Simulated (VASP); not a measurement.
Zn5O:

```
Zn O
1.0
     4.98984    0.00000    0.00000
    -2.49492    4.32133    0.00000
     0.00000    0.00000    6.19867
Zn O
5 1
Direct
  0.00000 0.00000 0.71100
  0.50000 0.00000 0.50000
  0.00000 0.50000 0.50000
  0.50000 0.50000 0.50000
  0.00000 0.00000 0.28900
  0.00000 0.00000 0.00000
```

The cell was built from a structure type or drawn by symmetry, and may not be a known phase.

```yaml
Program: VASP 6.6.1
Task: relaxation of cell and atoms
Functional: PBE
Potentials_or_basis: VASP PAW PBE potentials, release 64 (Zn, O)
Cutoff: 600 eV
k_mesh: 12 × 12 × 6
Occupations: gaussian, width 0.1 eV
Spin: no spin polarisation
```

At the start: pressure 0.5 GPa; volume 22.28 Å³/atom.

Problem. Where does the relaxation end?

Solution. Over 15 steps the energy falls by 7.7 meV/atom and the volume is 22.42 Å³/atom (+0.6 %); space group P6/mmm (No. 191, to 0.1 Å) before and after.

Step by step:
```
step  energy change (eV)  largest force (eV/Å)  pressure (GPa)  volume (Å³)
   1              0.0000                0.3749            0.47       133.66
   2             -0.0219                0.1419           -0.12       134.92
   3             -0.0321                0.2179           -0.89       136.72
   4             -0.0419                0.1143           -0.69       136.35
   5             -0.0431                0.0739           -0.56       136.19
   6             -0.0454                0.0007           -0.32       135.48
   7             -0.0461                0.0544           -0.18       134.94
   8             -0.0451                0.1616            0.30       133.86
   9             -0.0462                0.0780           -0.03       134.66
  10             -0.0462                0.0760           -0.03       134.69
  11             -0.0462                0.0632           -0.09       134.81
  12             -0.0462                0.0736           -0.04       134.73
  13             -0.0464                0.0179           -0.02       134.56
  14             -0.0464                0.0126            0.00       134.54
  15             -0.0464                0.0100           -0.02       134.53
```

Final structure:
```
CELL_PARAMETERS angstrom
5.07003 0.00000 0.00000
-2.53502 4.39078 0.00000
0.00000 0.00000 6.04308
ATOMIC_POSITIONS crystal
Zn 0.00000 0.00000 0.70294
Zn 0.50000 0.00000 0.50000
Zn 0.00000 0.50000 0.50000
Zn 0.50000 0.50000 0.50000
Zn 0.00000 0.00000 0.29706
O 0.00000 0.00000 0.00000
```
